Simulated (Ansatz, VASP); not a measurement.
## Two plane-wave programs on Ni

```
Ni
1.0
     2.35199    0.00000    0.00000
    -1.17600    2.03689    0.00000
     0.00000    0.00000    7.71128
Ni
4
Direct
  0.00000 0.00000 0.00000
  0.00000 0.00000 0.50000
  0.33333 0.66667 0.25000
  0.66667 0.33333 0.75000
```

Alike in both runs: task single point; functional LDA; k mesh 17 × 17 × 5; occupations fermi-dirac, width 0.05 eV; collinear spin.

```csv
,VASP,Ansatz
version,VASP 6.6.1,Ansatz 0.2.0
potentials or method,"VASP PAW LDA potentials, release 64 (Ni), cutoff 520 eV","plane waves (420 eV) with PAW, scalar-relativistic"
valence electrons in the cell,40,72
```

Ansatz gave:

| Property | Result |
| --- | --- |
| pressure (GPa) | 26.1 |
| traceless stress, the component that is largest in VASP (GPa) | -0.23 |
| net moment per atom (μB) | 0.56 |
| size of the moment on the site where the two differ most (μB) | 0.59 |

Problem. Which values does VASP return?

Solution. Pressure (GPa): 25.6; traceless stress, the component that is largest in VASP (GPa): -0.09; net moment per atom (μB): 0.54; size of the moment on the site where the two differ most (μB): 0.55.

Ansatz warns that its potentials were made for another functional, while VASP's fit it. LDA's correlation is that of Perdew and Zunger in VASP and of Perdew and Wang (1992) in Ansatz. Site moments also hang on the region over which each program counts them. VASP's potentials hold 40 valence electrons a cell and Ansatz's 72, so a difference there can come from the potentials and not from the codes.
